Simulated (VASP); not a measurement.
A run of VASP 6.6.1 is set up as follows.

The input INCAR:

```
PREC = Accurate ; ENCUT = 520
EDIFF = 1E-6 ; ISMEAR = 0
SIGMA = 0.05 ; LREAL = False
LASPH = True ; NELM = 150
ALGO = Normal ; ISIF = 2
LWAVE = False ; LCHARG = False
ISPIN = 2 ; MAGMOM = 0 0 0 3 0 0 0
LORBIT = 11 ; LDIPOL = True
IDIPOL = 3 ; DIPOL = 0.5 0.5 0.350
GGA = PE ; NBANDS = 42
```

File KPOINTS:

```
Automatic mesh
0
Gamma
  8 8 1
```

File POSCAR:

```
Ga3N4
1.0
    3.2165072845      0.0000000000      0.0000000000
    0.0000000000      3.2165072845      0.0000000000
    0.0000000000      0.0000000000     21.2198072894
N Ga
4 3
Direct
    0.0000000000      0.5000000000      0.1885031257
    0.5000000000      0.0000000000      0.2956866680
    0.0000000000      0.5000000000      0.4029970640
    1.0000000000      0.5000000000      0.5142678487
    0.5000000000      0.5000000000      0.2420948968
    0.0000000000      0.0000000000      0.3470972838
    0.5000000000      0.5000000000      0.4580535137
```

Potentials or basis: VASP PAW PBE potentials, release 64 (N, Ga_d).

Run with:

```bash
$ cat potpaw_PBE.64/N/POTCAR potpaw_PBE.64/Ga_d/POTCAR > POTCAR
$ mpirun -np 1 vasp_std > vasp.out
```

Task: Estimate the site moments.

Result: N +0.07, +0.06, +0.16, +0.99; Ga +0.02, -0.03 (each value once) μB.

Task: What does it give for the net moment?

Result: 1.75 μB per cell.

Task: What does it give for the largest force?

Result: 2.251 eV/Å.

Forces in eV/Å, atoms in the order of the input:
```
N    0.000  0.000  1.586
N    0.000  0.000  0.575
N    0.000  0.000 -1.768
N    0.000  0.000  0.140
Ga   0.000  0.000 -2.251
Ga   0.000  0.000  0.025
Ga   0.000  0.000  1.693
```
